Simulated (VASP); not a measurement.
Runs of VASP 6.6.1 on Sn. The structure is that of space group Fd-3m (No. 227), or close to it. The cells are those of the table. 

```csv
task,cell,gap on the mesh (eV),pressure (GPa),largest force (eV/Å)
electric field gradients,"a = 4.567 Å, angles 60.7°, 2 atoms",none,3.2,(a)
single point,"a = 4.635 Å, angles 60.0°, 2 atoms",none,(b),-
single point,"a = 4.544, b = 4.544, c = 4.590 Å, angles 59.7, 59.7, 60.7°, 2 atoms",-,4.2,-
electric field gradients,"a = 4.497 Å, angles 60.0°, 2 atoms",none,6.7,-
electric field gradients,"a = 4.522 Å, angles 62.0°, 2 atoms",none,3.4,0.59
single point,"a = 4.636, b = 4.636, c = 4.590 Å, angles 60.3, 60.3, 59.3°, 2 atoms",none,2.2,-
electric field gradients,"a = 4.544, b = 4.544, c = 4.590 Å, angles 59.7, 59.7, 60.7°, 2 atoms",-,4.2,-
single point,"a = 4.497 Å, angles 60.0°, 2 atoms",none,6.7,-
single point,"a = 4.567, b = 4.567, c = 4.590 Å, angles 59.8, 59.8, 60.3°, 2 atoms",none,3.7,-
electric field gradients,"a = 4.613, b = 4.613, c = 4.636 Å, angles 59.8, 59.8, 60.3°, 2 atoms",none,2.2,-
single point,"a = 4.575 Å, angles 60.0°, 2 atoms",none,3.7,-
```

Alike in all rows: level PBE; potentials or basis VASP PAW PBE potentials, release 64 (Sn_d); no spin polarisation; k mesh 9 × 9 × 9; cutoff (eV) 520; smearing fermi-dirac 0.03 eV.

Task: Estimate the missing entries.

Result: (a) 0.18; (b) 1.7.

Caveats: spin-orbit coupling is left out, which moves the levels of the heavy elements.

A k mesh can miss the band edges, and the runs leave out spin-orbit coupling on Sn.

A gap of «none» marks levels without a gap at the run's occupations.
